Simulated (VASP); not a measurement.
Input of a VASP 6.6.1 run:

INCAR

```
PREC     = Accurate       # precision mode
ENCUT    = 520            # plane-wave cutoff, eV
EDIFF    = 1E-6           # SCF threshold, eV
ISMEAR   = 0              # smearing method
SIGMA    = 0.05           # smearing width, eV
LREAL    = False          # projectors in reciprocal space
LASPH    = True           # aspherical terms in the spheres
NELM     = 100            # most SCF steps
ALGO     = Normal         # electronic algorithm
ISIF     = 2              # what is computed and relaxed
LWAVE    = False          # write WAVECAR
LCHARG   = False          # write CHGCAR
GGA      = PS             # functional
NBANDS   = 16             # bands
```

KPOINTS

```
regular mesh
0
Gamma
  9 9 6
```

The input POSCAR:

```
MgO
1.0
    3.4131635912      0.0000000000      0.0000000000
   -1.7065817956      2.9558863772      0.0000000000
    0.0000000000      0.0000000000      4.3906063377
Mg O
2 2
Direct
    0.6465117478      0.2930234957      0.7500000000
    0.3534882522      0.7069765043      0.2500000000
    0.6815065062      0.3630130124      0.2500000000
    0.3184934938      0.6369869876      0.7500000000
```

Potentials or basis: VASP PAW PBE potentials, release 64 (Mg, O).

Launch:

```sh
$ cat potpaw_PBE.64/Mg/POTCAR potpaw_PBE.64/O/POTCAR > POTCAR
$ mpirun -np 1 vasp_std > vasp.out
```

Q: What does it give for the largest force?

A: 1.011 eV/Å.

Q: Predict the band gap on the k mesh.

A: 3.11 eV, direct.

Q: What does it give for the pressure?

A: 0.9 GPa.

Stress tensor (GPa, compression positive):
```
 2.75  0.00  0.00
 0.00  5.23  0.00
 0.00  0.00 -5.26
```

Caveat: the cell differs from its parent crystal (mode 5 frozen in at -0.122 Å, strain +e along z and -e/2 along x and y +0.0467); the PAW data sets were made with another functional, which shifts forces and pressure a little.
